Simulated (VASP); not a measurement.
Crystal: Ta.

```
Ta
1.0
    -1.66000    1.66000    1.66000
     1.66000   -1.66000    1.66000
     1.66000    1.66000   -1.66000
Ta
1
Cartesian
  0.0000 0.0000 0.0000
```

Base run:

```yaml
Program: VASP 6.6.1
Functional: PBEsol
Potentials_or_basis: VASP PAW PBE potentials, release 64 (Ta_pv)
Cutoff: 500 eV
k_mesh: 12 × 12 × 12
Occupations: fermi-dirac, width 0.1 eV
Spin: no spin polarisation
```

Its results: band gap on the k mesh zero (an odd number of electrons rules out a gap without spin polarisation); pressure -6.8 GPa.

Question: After a change of settings the same cell gave: band gap on the k mesh zero (an odd number of electrons rules out a gap without spin polarisation); pressure -11.4 GPa. Which change was it?
A. functional from PBEsol to LDA; potentials or basis from VASP PAW PBE potentials, release 64 (Ta_pv) to VASP PAW LDA potentials, release 64 (Ta_pv)
B. functional from PBEsol to PBE
C. functional from PBEsol to PBE; k mesh from 12 × 12 × 12 to 8 × 8 × 8

Answer: A.

Caveats: the cell stands under tension; spin-orbit coupling is left out, which moves the levels of the heavy elements; the PAW data sets were made with another functional, which shifts forces and pressure a little (at least some runs).
